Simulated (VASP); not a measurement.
Input of a VASP 6.6.1 run:

Contents of INCAR:

```
PREC     = Accurate       # precision mode
ENCUT    = 520            # plane-wave cutoff, eV
EDIFF    = 1E-8           # SCF threshold, eV
ISMEAR   = -1             # smearing method
SIGMA    = 0.05           # smearing width, eV
LREAL    = F              # projectors in reciprocal space
LASPH    = T              # aspherical terms in the spheres
NELM     = 80             # most SCF steps
ALGO     = Normal         # electronic algorithm
ISIF     = 2              # what is computed and relaxed
LWAVE    = F              # write WAVECAR
LCHARG   = F              # write CHGCAR
GGA      = PS             # functional
NBANDS   = 20             # bands
IBRION   = 8              # ionic algorithm
NSW      = 1              # ionic steps
```

The input KPOINTS:

```
regular mesh
0
Gamma
  8 8 8
```

The input POSCAR:

```
GaGe
1.0
    0.0000000000      2.8978440000      2.8978440000
    2.8978440000      0.0000000000      2.8978440000
    2.8978440000      2.8978440000      0.0000000000
Ge Ga
1 1
Direct
    0.0000000000      0.0000000000      0.0000000000
    0.2500000000      0.2500000000      0.2500000000
```

Potentials or basis: VASP PAW PBE potentials, release 64 (Ge_d, Ga_d).

The run is started by

```sh
$ cat potpaw_PBE.64/Ge_d/POTCAR potpaw_PBE.64/Ga_d/POTCAR > POTCAR
$ mpirun -np 1 vasp_std > vasp.out
```

Q: Predict the highest phonon frequency at Γ.

A: 190 cm⁻¹.

Phonon frequencies in cm⁻¹ (negative: imaginary):
| q point | frequencies |
| --- | --- |
| (0.000, 0.000, 0.000) | -1 -1 -1 190 190 190 |

Caveat: the cell stands under pressure or tension, which shifts response properties.
